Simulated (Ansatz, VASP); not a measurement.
**MgS: VASP beside Ansatz**

Contents of POSCAR:

```
MgS
1.0
    0.0000000000      2.7884136878      2.7884136878
    2.7884136878      0.0000000000      2.7884136878
    2.7884136878      2.7884136878      0.0000000000
Mg S
1 1
Direct
    0.0000000000      0.0000000000      0.0000000000
    0.2500000000      0.2500000000      0.2500000000
```

File INCAR.step1:

```
PREC     = Accurate       # precision mode
ENCUT    = 520            # plane-wave cutoff, eV
ISMEAR   = 0              # smearing method
SIGMA    = 0.01           # smearing width, eV
LREAL    = F              # projectors in reciprocal space
LASPH    = T              # aspherical terms in the spheres
NELM     = 60             # most SCF steps
NBANDS   = 11             # bands
GGA      = PE             # functional
ALGO     = Normal         # electronic algorithm
EDIFF    = 1E-4           # SCF threshold, eV
LWAVE    = T              # write WAVECAR
LCHARG   = F              # write CHGCAR
```

The input INCAR.step2:

```
PREC     = Accurate       # precision mode
ENCUT    = 520            # plane-wave cutoff, eV
EDIFF    = 1E-6           # SCF threshold, eV
ISMEAR   = 0              # smearing method
SIGMA    = 0.01           # smearing width, eV
LREAL    = F              # projectors in reciprocal space
LASPH    = T              # aspherical terms in the spheres
NELM     = 60             # most SCF steps
ALGO     = Normal         # electronic algorithm
ISIF     = 2              # what is computed and relaxed
LWAVE    = F              # write WAVECAR
LCHARG   = T              # write CHGCAR
METAGGA  = R2SCAN         # meta-GGA
LMIXTAU  = T            
LELF     = T              # ELF
LVHAR    = T            
NBANDS   = 11             # bands
ISTART   = 1
```

KPOINTS

```
regular mesh
0
Gamma
  8 8 8
```

Input for Ansatz:

```yaml
crystal:
  lattice:
    - [0.0, 2.7884136878, 2.7884136878]
    - [2.7884136878, 0.0, 2.7884136878]
    - [2.7884136878, 2.7884136878, 0.0]
  atoms:
    - { symbol: Mg, position: [0.0, 0.0, 0.0] }
    - { symbol: S, position: [0.25, 0.25, 0.25] }
kpoints:
  mp_grid: { grid: [8, 8, 8] }
  band_path:
    path:
      - [0.0, 0.0, 0.0]
      - [-0.5, -0.5, 0.0]
      - [-0.375, -0.375, 0.25]
      - [-0.375, 0.0, 0.375]
      - [0.0, 0.0, 0.5]
      - [-0.5, -0.25, 0.25]
    npoints: 1
hamiltonian:
  xc: r2scan
scf:
  occupations: { method: fixed }
  n_extra_bands: 4
output:
  forces: true
  stress: true
  eigenvalues: true
  write_density: true
  write_potential: true
  elf: true
  volumetric_format: npy
```

Change from the starting cell: hydrostatic strain -1.5%.

Alike in both runs: task single point; functional r2SCAN; k mesh 8 × 8 × 8; no spin polarisation.

|  | VASP | Ansatz |
| --- | --- | --- |
| version | VASP 6.6.1 | Ansatz 0.2.0 |
| potentials or method | VASP PAW PBE potentials, release 64 (Mg, S) | plane waves, PAW |
| plane-wave cutoff (eV) | 520 | 500 |
| occupations | gaussian, width 0.01 eV | fixed |
| valence electrons in the cell | 8 | 16 |

|  | VASP | Ansatz | Ansatz less VASP |
| --- | --- | --- | --- |
| gap on the k mesh at the Fermi level (eV) | 4.28 | 4.28 | -0.001 |
| pressure (GPa) | 2.7 | 3.0 | +0.28 |

VASP's potentials were made for PBE, not for r2SCAN. VASP's potentials hold 8 valence electrons a cell and Ansatz's 16, so a difference there can come from the potentials and not from the codes.
